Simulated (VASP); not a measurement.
# Ga3Sb (I4/mmm) in VASP: notebook

The runs below take Ga3Sb through single point, with PBE.

All numbers are computed with VASP 6.6.1; they aren't measurements. Logs are shortened: lines on timing, memory, paths and dates and some standing lists are left out, and cuts for length are marked.

## Step 1: The cell of the first run

Symmetry: I4/mmm, No. 139, tetragonal system. Conventional cell: a = 4.318 Å, b = 4.318 Å, c = 9.521 Å, α = 90.00°, β = 90.00°, γ = 90.00°. Within 4.0 Å of Sb (site symmetry 4/mmm) lie 12 Ga at 3.05 to 3.21 Å. Ga (site symmetry 4/mmm) has 4 Sb at 3.05 Å and 8 Ga at 3.21 Å within 4.0 Å. Ga (site symmetry -4m2) has 8 Ga at 3.05 to 3.21 Å and 4 Sb at 3.21 Å within 4.0 Å.

## Step 2: Single point, PBE

Input file INCAR:

```
  PREC = Accurate
  ENCUT = 520
  EDIFF = 1E-6
  ISMEAR = -1
  SIGMA = 0.05
  LREAL = F
  LASPH = T
  NELM = 100
  ALGO = Fast
  ISIF = 2
  LWAVE = F
  LCHARG = F
  GGA = PE
  NBANDS = 30
```

Input file KPOINTS:

```
regular mesh
0
Gamma
  9 9 9
```

Input file POSCAR:

```
Ga3Sb
1.0
   -2.1587990000      2.1587990000      4.7604840000
    2.1587990000     -2.1587990000      4.7604840000
    2.1587990000      2.1587990000     -4.7604840000
Sb Ga
1 3
Direct
    0.0000000000      0.0000000000      0.0000000000
    0.5000000000      0.5000000000      0.0000000000
    0.2500000000      0.7500000000      0.5000000000
    0.7500000000      0.2500000000      0.5000000000
```

Potentials or basis: VASP PAW PBE potentials, release 64 (Sb, Ga_d).

On the command line:

```sh
$ cat potpaw_PBE.64/Sb/POTCAR potpaw_PBE.64/Ga_d/POTCAR > POTCAR
$ mpirun -np 1 vasp_std > vasp.out
```

OUTCAR:

```text
PREC = Accurate
   ENCUT = 520
   EDIFF = 1E-6
   ISMEAR = -1
   LREAL = F
   LASPH = T
   NELM = 100
   ISIF = 2
   GGA = PE

 ion  position               nearest neighbor table
   1  0.000  0.000  0.000-   2 3.05   2 3.05   2 3.05   2 3.05   4 3.21   3 3.21   4 3.21   3 3.21
                             4 3.21   4 3.21   3 3.21   3 3.21
   2  0.500  0.500  0.000-   1 3.05   1 3.05   1 3.05   1 3.05
   3  0.250  0.750  0.500-   1 3.21   1 3.21   1 3.21   1 3.21
   4  0.750  0.250  0.500-   1 3.21   1 3.21   1 3.21   1 3.21

  LATTYP: Found a body centered tetragonal cell.
 ALAT       =     4.3175980000
 C/A-ratio  =     2.2051538842

  Lattice vectors:

 A1 = (  -2.1587990000,   2.1587990000,   4.7604840000)
 A2 = (   2.1587990000,  -2.1587990000,   4.7604840000)
 A3 = (   2.1587990000,   2.1587990000,  -4.7604840000)

Analysis of symmetry for initial positions (statically):
=====================================================================
 Subroutine PRICEL returns:
 Original cell was already a primitive cell.

 Routine SETGRP: Setting up the symmetry group for a
 body centered tetragonal supercell.

 Subroutine GETGRP returns: Found 16 space group operations
 (whereof 16 operations were pure point group operations)
 out of a pool of 16 trial point group operations.

The static configuration has the point symmetry D_4h.

Analysis of symmetry for dynamics (positions and initial velocities):
=====================================================================
 Subroutine PRICEL returns:
 Original cell was already a primitive cell.

 Routine SETGRP: Setting up the symmetry group for a
 body centered tetragonal supercell.

 Subroutine GETGRP returns: Found 16 space group operations
 (whereof 16 operations were pure point group operations)
 out of a pool of 16 trial point group operations.

The dynamic configuration has the point symmetry D_4h.

 Subroutine INISYM returns: Found 16 space group operations
 (whereof 16 operations are pure point group operations),
 and found     1 'primitive' translations

----------------------------------------------------------------------------------------

                                     Primitive cell

  volume of cell :      88.7433

  direct lattice vectors                    reciprocal lattice vectors
    -2.158799000  2.158799000  4.760484000     0.000000000  0.231610261  0.105031337
     2.158799000 -2.158799000  4.760484000     0.231610261  0.000000000  0.105031337
     2.158799000  2.158799000 -4.760484000     0.231610261  0.231610261  0.000000000

  length of vectors
[... 90 lines left out ...]
   IBRION =     -1    ionic relax: 0-MD 1-quasi-New 2-CG
   NFREE  =      0    steps in history (QN), initial steepest desc. (CG)
   ISIF   =      2    stress and relaxation
   ISYM   =      2    0-nonsym 1-usesym 2-fastsym
   POTIM  = 0.5000    time-step for ionic-motion
   TEBEG  =    0.0;   TEEND  =   0.0 temperature during run
   PSTRESS=    0.0 pullay stress
   NELECT =      44.0000    total number of electrons
   NUPDOWN=      -1.0000    fix difference up-down
   EMIN   =  10.00;   EMAX   =-10.00  energy-range for DOS
   EFERMI =   0.00;   METHOD = LEGACY
   ISMEAR =    -1;   SIGMA  =   0.05  broadening in eV -4-tet -1-fermi 0-gaus
   EFERMI_NEDOS =   21; number of points for ismear=-14 and -15
   IALGO  =     68    algorithm
   IMIX   =      4    mixing-type and parameters
     AMIX     =   0.40;   BMIX     =  1.00
     AMIX_MAG =   1.60;   BMIX_MAG =  1.00
  volume/ion in A,a.u.               =      22.19       149.72
  Fermi-wavevector in a.u.,A,eV,Ry     =   1.295728  2.448571 22.842976  1.678911
  Thomas-Fermi vector in A             =   2.427229
   LORBIT       =      0    0 simple, 1 ext, 2 COOP (PROOUT), +10 PAW based schemes
   GGA     = PE    functional components
   LHFCALC =     F    Hartree Fock is set to
   AEXX    =    0.0000 exact exchange contribution
   IVDW    =     0    specifies the selected vdW correction
   LEPSILON=     F    determine dielectric tensor
   LRPA    =     F    only Hartree local field effects (RPA)
 non-spin polarized calculation
 RMM-DIIS sequential band-by-band and
  energy-cutoff  :      520.00
  volume of cell :       88.74
 maximum number of plane-waves:      2415
 NGX is ok and might be reduce to    42
   NGX = 21   NGY = 21   NGZ = 21

 number of electron      44.0000012 magnetization

 Free energy of the ion-electron system (eV)
  ---------------------------------------------------
  ext. energy  EPLUGINS =         0.00000000
  ---------------------------------------------------
  free energy    TOTEN  =       -12.56571548 eV

  energy without entropy =      -12.54765979  energy(sigma->0) =      -12.55668763

 E-fermi :   5.8779     XC(G=0): -10.4667

 val. band max:        5.8734505136   @ k =   0.2222   0.1111   0.1111
 cond. band min:       5.8813223770   @ k =   0.1111   0.0000  -0.0000
 fundamental gap:      0.0078718634
 Fermi energy:         5.8778631063

 k-point     1 :       0.0000    0.0000    0.0000
  band No.  band energies     occupation
      1      -9.0151      2.00000
      2      -8.9704      2.00000
      3      -8.9531      2.00000
      4      -8.9196      2.00000
      5      -8.9196      2.00000
      6      -8.9134      2.00000
[... 781 lines left out ...]
     29      13.6837      0.00000
     30      14.0383      0.00000

 [... further k-points ...]

------------------------ aborting loop because EDIFF is reached ----------------------------------------

  FORCE on cell =-STRESS in cart. coord.  units (eV):
  Direction    XX          YY          ZZ          XY          YZ          ZX
  --------------------------------------------------------------------------------------
  -------------------------------------------------------------------------------------
  Total       -0.4660219     -0.4660219     -0.0454997      0.0000000      0.0000000      0.0000000
  in kB       -8.4135903     -8.4135903     -0.8214554      0.0000000      0.0000000      0.0000000
  external PRESSURE =      -5.8828787 kB  Pullay stress =       0.0000000 kB

 VOLUME and BASIS-vectors are now :
 -----------------------------------------------------------------------------
  energy-cutoff  :      520.00
  volume of cell :       88.74
      direct lattice vectors                 reciprocal lattice vectors
    -2.158799000  2.158799000  4.760484000     0.000000000  0.231610261  0.105031337
     2.158799000 -2.158799000  4.760484000     0.231610261  0.000000000  0.105031337
     2.158799000  2.158799000 -4.760484000     0.231610261  0.231610261  0.000000000

 POSITION                                       TOTAL-FORCE (eV/Angst)
 -----------------------------------------------------------------------------------
      0.00000      0.00000      0.00000        -0.000000      0.000000      0.000000
      0.00000      0.00000      4.76048        -0.000000      0.000000      0.000000
      2.15880      0.00000      2.38024        -0.000000     -0.000000     -0.000000
      0.00000      2.15880      2.38024         0.000000     -0.000000     -0.000000
 -----------------------------------------------------------------------------------
    total drift:                               -0.000000      0.000000      0.000000

  FREE ENERGIE OF THE ION-ELECTRON SYSTEM (eV)
  ---------------------------------------------------
  free  energy   TOTEN  =       -12.5657154814 eV

  energy  without entropy=      -12.5476597870  energy(sigma->0) =      -12.55668763
```

OSZICAR:

```text
N       E                     dE             d eps       ncg     rms          rms(c)
DAV:   1     0.297105890342E+03    0.29711E+03   -0.20733E+04  4624   0.234E+03
DAV:   2     0.236978671689E+02   -0.27341E+03   -0.26627E+03  4660   0.504E+02
DAV:   3    -0.114200766119E+02   -0.35118E+02   -0.34412E+02  5144   0.136E+02
DAV:   4    -0.125935613310E+02   -0.11735E+01   -0.11623E+01  5358   0.262E+01
DAV:   5    -0.126234823300E+02   -0.29921E-01   -0.29910E-01  5694   0.426E+00    0.244E+00
RMM:   6    -0.125785276193E+02    0.44955E-01   -0.91237E-02  5972   0.292E+00    0.136E+00
RMM:   7    -0.125662793190E+02    0.12248E-01   -0.42554E-02  6046   0.148E+00    0.165E-01
RMM:   8    -0.125656445790E+02    0.63474E-03   -0.47195E-03  6478   0.647E-01    0.896E-02
RMM:   9    -0.125657000300E+02   -0.55451E-04   -0.76059E-04  7256   0.237E-01    0.640E-02
RMM:  10    -0.125657138964E+02   -0.13866E-04   -0.14453E-04  7335   0.890E-02    0.741E-03
RMM:  11    -0.125657148563E+02   -0.95986E-06   -0.30575E-05  6375   0.533E-02    0.225E-03
RMM:  12    -0.125657154814E+02   -0.62512E-06   -0.89536E-06  5392   0.218E-02
   1 F= -.12565715E+02 E0= -.12556688E+02  d E =-.180557E-01
```

stdout:

```text
POSCAR found type information on POSCAR SbGa
 POSCAR found :  2 types and       4 ions
 scaLAPACK will be used
 LDA part: xc-table for (Slater+PW92), standard interpolation
 POSCAR, INCAR and KPOINTS ok, starting setup
 FFT: planning ... GRIDC
 FFT: planning ... GRID_SOFT
 FFT: planning ... GRID
 WAVECAR not read
 entering main loop
```

It took 4.7 min on 1 thread of Intel Xeon Platinum 8375C at 2.90GHz (Ice Lake), shared host; peak memory 0.36 GiB.

What came out:

| Property | Result |
| --- | --- |
| Free energy | -12.5657 eV |
| Pressure | -0.6 GPa |
| Band gap on the k mesh | zero (bands 22 and 23 overlap by 3.55 eV) |

Caveat: spin-orbit coupling is left out, which moves the levels of the heavy elements.

## Step 3: Single point, PBE

Input file INCAR:

```
SYSTEM = Ga3Sb
PREC = Accurate ; ENCUT = 520
EDIFF = 1E-7 ; ISMEAR = -1
SIGMA = 0.05 ; LREAL = .FALSE.
LASPH = .TRUE. ; NELM = 100
ALGO = Fast ; ISIF = 2
LWAVE = .FALSE. ; LCHARG = .FALSE.
GGA = PE ; NBANDS = 30
```

Input file KPOINTS:

```
Automatic mesh
0
G
  9 9 9
  0 0 0
```

POSCAR is that of step 2.

Potentials or basis: VASP PAW PBE potentials, release 64 (Sb, Ga_d).

On the command line:

```sh
$ cat potpaw_PBE.64/Sb/POTCAR potpaw_PBE.64/Ga_d/POTCAR > POTCAR
$ mpirun -np 1 vasp_std > vasp.out
```

Wall time 5.2 min (1 thread of Intel Xeon Platinum 8375C at 2.90GHz (Ice Lake), shared host); peak memory 0.36 GiB.

Results (log left out):

| Quantity | Value |
| --- | --- |
| Free energy | -12.5657 eV |
| Pressure | -0.5 GPa |
| Band gap on the k mesh | zero (bands 22 and 23 overlap by 3.55 eV) |

Stress tensor (GPa, compression positive):
```
-0.79  0.00  0.00
 0.00 -0.79  0.00
 0.00  0.00 -0.04
```

Levels at points of the mesh, in eV from the Fermi level:
| k point | band 20 | band 21 | band 22 | band 23 | band 24 | band 25 |
| --- | --- | --- | --- | --- | --- | --- |
| (0.00, 0.00, 0.00) | -1.87 | -1.72 | -1.72 | -0.21 | -0.21 | 1.03 |

Caveat: spin-orbit coupling is left out, which moves the levels of the heavy elements.
